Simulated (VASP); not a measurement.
# Hg (I4_1/amd) in VASP: relaxation of cell and atoms with PBEsol

Aim: the relaxation of cell and atoms of Hg with PBEsol.

All numbers are computed with VASP 6.6.1; they aren't measurements. Logs are shortened: lines on timing, memory, paths and dates and some standing lists are left out, and cuts for length are marked.

### Step 1. The cell of the first run

It takes space group I4_1/amd (No. 141, tetragonal). Conventional cell: a = 6.049 Å, b = 6.049 Å, c = 3.247 Å, α = 90.00°, β = 90.00°, γ = 90.00°. Within 4.1 Å of Hg (site symmetry -4m2) lie 10 Hg at 3.13 to 3.88 Å.

### Step 2. Relaxation of cell and atoms, PBEsol (29.70 Å³/atom)

Contents of POSCAR:

```
Hg
1.0
   -3.0243269419      3.0243269419      1.6233147279
    3.0243269419     -3.0243269419      1.6233147279
    3.0243269419      3.0243269419     -1.6233147279
Hg
2
Direct
    0.0000000000      0.0000000000      0.0000000000
    0.7500000000      0.2500000000      0.5000000000
```

Contents of INCAR.step1:

```
SYSTEM = Hg
  GGA = PS
  ISMEAR = 1
  SIGMA = 0.05
  LWAVE = .False.
  LCHARG = .False.
  NSW = 80
  PREC = Accurate
  LASPH = .True.
  LREAL = .False.
  ALGO = Normal
  EDIFF = 1E-7
  NELM = 120
  GGA_COMPAT = .False.
  IBRION = 2
  ISIF = 3
  EDIFFG = -0.002
  NELMIN = 4
  ENCUT = 610
  KPAR = 8
  POTIM = 0.5
```

Contents of INCAR.step4:

```
SYSTEM = Hg
  GGA = PS
  ISMEAR = 1
  SIGMA = 0.05
  LWAVE = .False.
  LCHARG = .False.
  PREC = Accurate
  LASPH = .True.
  LREAL = .False.
  ALGO = Normal
  EDIFF = 1E-7
  NELM = 120
  GGA_COMPAT = .False.
  ISIF = 2
  ENCUT = 610
  KPAR = 8
```

Contents of KPOINTS:

```
Automatic mesh
0
Gamma
  13 13 13
  0 0 0
```

Potentials or basis: VASP PAW PBE potentials, release 64 (Hg).

Run with:

```sh
$ cat potpaw_PBE.64/Hg/POTCAR > POTCAR
$ cp INCAR.step1 INCAR
$ cp POSCAR.step1 POSCAR
$ mpirun -np 8 vasp_std > vasp.out
$ cp CONTCAR POSCAR
$ mpirun -np 8 vasp_std > vasp.out
$ cp CONTCAR POSCAR
$ mpirun -np 8 vasp_std > vasp.out
$ cp CONTCAR POSCAR
$ cp INCAR.step4 INCAR
$ mpirun -np 8 vasp_std > vasp.out
```

OUTCAR:

```text
SYSTEM = Hg
   GGA = PS
   ISMEAR = 1
   PREC = Accurate
   LASPH = .True.
   LREAL = .False.
   EDIFF = 1E-7
   NELM = 120
   ISIF = 2
   ENCUT = 610

 ion  position               nearest neighbor table
   1  0.000  0.000  0.000-   2 2.99   2 2.99   2 2.99   2 2.99   2 3.66   2 3.66   2 3.66   2 3.66

   2  0.750  0.250  0.500-   1 2.99   1 2.99   1 2.99   1 2.99   1 3.66   1 3.66   1 3.66   1 3.66

  LATTYP: Found a body centered tetragonal cell.
 ALAT       =     5.7863126019
 C/A-ratio  =     0.5176405527

  Lattice vectors:

 A1 = (  -2.8931563010,   2.8931563010,   1.4976150266)
 A2 = (   2.8931563010,  -2.8931563010,   1.4976150266)
 A3 = (   2.8931563010,   2.8931563010,  -1.4976150266)

Analysis of symmetry for initial positions (statically):
=====================================================================
 Subroutine PRICEL returns:
 Original cell was already a primitive cell.

 Routine SETGRP: Setting up the symmetry group for a
 body centered tetragonal supercell.

 Subroutine GETGRP returns: Found 16 space group operations
 (whereof  8 operations were pure point group operations)
 out of a pool of 16 trial point group operations.

The static configuration has the point symmetry D_2d.
 The point group associated with its full space group is D_4h.

Analysis of symmetry for dynamics (positions and initial velocities):
=====================================================================
 Subroutine PRICEL returns:
 Original cell was already a primitive cell.

 Routine SETGRP: Setting up the symmetry group for a
 body centered tetragonal supercell.

 Subroutine GETGRP returns: Found 16 space group operations
 (whereof  8 operations were pure point group operations)
 out of a pool of 16 trial point group operations.

The dynamic configuration has the point symmetry D_2d.
 The point group associated with its full space group is D_4h.

 Subroutine INISYM returns: Found 16 space group operations
 (whereof  8 operations are pure point group operations),
 and found     1 'primitive' translations

----------------------------------------------------------------------------------------

                                     Primitive cell

  volume of cell :      50.1423
[... 81 lines left out ...]
   ISTART =      0    job   : 0-new  1-cont  2-samecut
   ICHARG =      2    charge: 1-file 2-atom 10-const
   ISPIN  =      1    spin polarized calculation?
   LNONCOLLINEAR =      F non collinear calculations
   LSORBIT =      F    spin-orbit coupling
   LASPH  =      T    aspherical Exc in radial PAW
   ENCUT  =  610.0 eV  44.83 Ry    6.70 a.u.   8.77  8.77  8.77*2*pi/ulx,y,z
   NELM   =    120;   NELMIN=  2; NELMDL=  0     # of ELM steps
   EDIFF  = 0.1E-06   stopping-criterion for ELM
   LREAL  =      F    real-space projection
   EDIFFG = 0.1E-05   stopping-criterion for IOM
   NSW    =      0    number of steps for IOM
   IBRION =     -1    ionic relax: 0-MD 1-quasi-New 2-CG
   NFREE  =      0    steps in history (QN), initial steepest desc. (CG)
   ISIF   =      2    stress and relaxation
   ISYM   =      2    0-nonsym 1-usesym 2-fastsym
   POTIM  = 0.5000    time-step for ionic-motion
   TEBEG  =    0.0;   TEEND  =   0.0 temperature during run

   SCALEE = 1.0000    scale energy and forces
   PSTRESS=    0.0 pullay stress
   NELECT =      24.0000    total number of electrons
   NUPDOWN=      -1.0000    fix difference up-down
   EMIN   =  10.00;   EMAX   =-10.00  energy-range for DOS
   EFERMI =   0.00;   METHOD = LEGACY
   ISMEAR =     1;   SIGMA  =   0.05  broadening in eV -4-tet -1-fermi 0-gaus
   EFERMI_NEDOS =   21; number of points for ismear=-14 and -15
   IALGO  =     38    algorithm
   IMIX   =      4    mixing-type and parameters
     AMIX     =   0.40;   BMIX     =  1.00
     AMIX_MAG =   1.60;   BMIX_MAG =  1.00
  volume/ion in A,a.u.               =      25.07       169.19
  Fermi-wavevector in a.u.,A,eV,Ry     =   1.280591  2.419967 22.312390  1.639914
  Thomas-Fermi vector in A             =   2.413010
   LORBIT       =      0    0 simple, 1 ext, 2 COOP (PROOUT), +10 PAW based schemes
   GGA     = PS    functional components
   LHFCALC =     F    Hartree Fock is set to
   AEXX    =    0.0000 exact exchange contribution
   IVDW    =     0    specifies the selected vdW correction
   LEPSILON=     F    determine dielectric tensor
   LRPA    =     F    only Hartree local field effects (RPA)

   CSHIFT  =0.1000    complex shift for real part using Kramers Kronig

   OMEGAMAX=  -1.0    maximum frequency
 non-spin polarized calculation
 Methfessel and Paxton  Order N= 1 SIGMA  =   0.05
  energy-cutoff  :      610.00
  volume of cell :       50.14
 maximum number of plane-waves:      1736
   NGX = 17   NGY = 17   NGZ = 17

 number of electron      24.0000002 magnetization

 Free energy of the ion-electron system (eV)
  ---------------------------------------------------
  ext. energy  EPLUGINS =         0.00000000
  ---------------------------------------------------
  free energy    TOTEN  =        -1.11966067 eV

  energy without entropy =       -1.11977001  energy(sigma->0) =       -1.11969712

 E-fermi :   2.1979     XC(G=0): -10.6700

 val. band max:        2.1712919393   @ k =  -0.3846  -0.3846   0.3077
 cond. band min:       2.2195545388   @ k =  -0.3846  -0.3846   0.3077
 fundamental gap:      0.0482625996
 Fermi energy:         2.1978797525

 k-point     1 :       0.0000    0.0000    0.0000
  band No.  band energies     occupation
      1      -6.6482      2.00000
      2      -5.7368      2.00000
      3      -5.6386      2.00000
      4      -5.6278      2.00000
      5      -5.4672      2.00000
      6      -4.0769      2.00000
[... 433 lines left out ...]
      3      -5.2365      2.00000
      4      -5.0640      2.00000
      5      -4.6965      2.00000
      6      -4.5635      2.00000
[... 8 lines left out ...]
     15       7.2619      0.00000
     16       8.9577      0.00000

 [... further k-points ...]
[... 5 lines left out ...]
  --------------------------------------------------------------------------------------
  -------------------------------------------------------------------------------------
  Total       -0.0021462     -0.0021462      0.0017210      0.0000000      0.0000000      0.0000000
  in kB       -0.0685755     -0.0685755      0.0549903      0.0000000      0.0000000      0.0000000
  external PRESSURE =      -0.0273869 kB  Pullay stress =       0.0000000 kB

 VOLUME and BASIS-vectors are now :
 -----------------------------------------------------------------------------
  energy-cutoff  :      610.00
  volume of cell :       50.14
      direct lattice vectors                 reciprocal lattice vectors
    -2.893156301  2.893156301  1.497615027     0.000000000  0.172821634  0.333864171
     2.893156301 -2.893156301  1.497615027     0.172821634  0.000000000  0.333864171
     2.893156301  2.893156301 -1.497615027     0.172821634  0.172821634  0.000000000

 POSITION                                       TOTAL-FORCE (eV/Angst)
 -----------------------------------------------------------------------------------
      0.00000      0.00000      0.00000         0.000000     -0.000000      0.000000
     -0.00000      2.89316      0.74881        -0.000000      0.000000     -0.000000
 -----------------------------------------------------------------------------------
    total drift:                               -0.000000      0.000000     -0.000000

  FREE ENERGIE OF THE ION-ELECTRON SYSTEM (eV)
  ---------------------------------------------------
  free  energy   TOTEN  =        -1.1196606724 eV

  energy  without entropy=       -1.1197700106  energy(sigma->0) =       -1.11969712
```

OUTCAR.step2:

```text
SYSTEM = Hg
   GGA = PS
   ISMEAR = 1
   NSW = 80
   PREC = Accurate
   LASPH = .True.
   LREAL = .False.
[... 693 lines left out ...]
      0.00000      0.00000      0.00000         0.000000     -0.000000      0.000000
     -0.00000      2.89316      0.74881        -0.000000      0.000000     -0.000000
 -----------------------------------------------------------------------------------
    total drift:                               -0.000000      0.000000     -0.000000

  FREE ENERGIE OF THE ION-ELECTRON SYSTEM (eV)
  ---------------------------------------------------
  free  energy   TOTEN  =        -1.1196606724 eV

  energy  without entropy=       -1.1197700106  energy(sigma->0) =       -1.11969712

 reached required accuracy - stopping structural energy minimisation
```

It took 5.9 min on 8 MPI ranks of AMD EPYC 9R45 (Zen 5), shared host; peak memory 0.42 GiB.

Results:

```yaml
Free_energy: -1.1197 eV
Relaxed_volume: 25.07 Å³/atom
Relaxed_cell: a = 4.357 Å, b = 4.357 Å, c = 4.357 Å, α = 96.79°, β = 96.79°, γ = 139.79°
Space_group_after_relaxing_to_0.1_Å: I4_1/amd (No. 141)
Energy_gained_by_relaxing: 64.0 meV/atom
Ionic_steps: 18
Pressure_after_relaxing: 0.0 GPa
Band_gap_on_the_k_mesh: zero (bands 12 and 13 overlap by 4.46 eV)
```

Step by step:
```
step  energy change (eV)  largest force (eV/Å)  pressure (GPa)  volume (Å³)
   1              0.0000                0.0000           -3.37        59.39
   2             -0.0952                0.0000           -2.20        54.19
   3             -0.1240                0.0000           -0.26        50.79
   4             -0.1244                0.0000            0.06        50.36
   5             -0.1243                0.0000           -0.08        50.53
   6             -0.1251                0.0000           -0.09        50.50
   7             -0.1274                0.0000           -0.17        50.40
   8             -0.1221                0.0000            0.18        50.15
   9             -0.1281                0.0000           -0.17        50.34
  10             -0.1281                0.0000           -0.15        50.33
  11             -0.1281                0.0000            0.20        49.93
  12             -0.1282                0.0000           -0.02        50.16
  13             -0.1282                0.0000            0.00        50.15
  14             -0.1282                0.0000           -0.01        50.15
  15             -0.1282                0.0000            0.04        50.14
  16             -0.1282                0.0000           -0.01        50.14
  17             -0.1280                0.0000            0.00        50.14
  18             -0.1280                0.0000            0.00        50.14
```

Final structure:
```
Hg
1.0
    -2.89316    2.89316    1.49762
     2.89316   -2.89316    1.49762
     2.89316    2.89316   -1.49762
Hg
2
Direct
  0.00000 0.00000 0.00000
  0.75000 0.25000 0.50000
```

Caveat: the volume moved by over 15 % at a fixed basis, so the end points are rough; the PAW data sets were made with another functional, which shifts forces and pressure a little; spin-orbit coupling is left out, which moves the levels of the heavy elements.
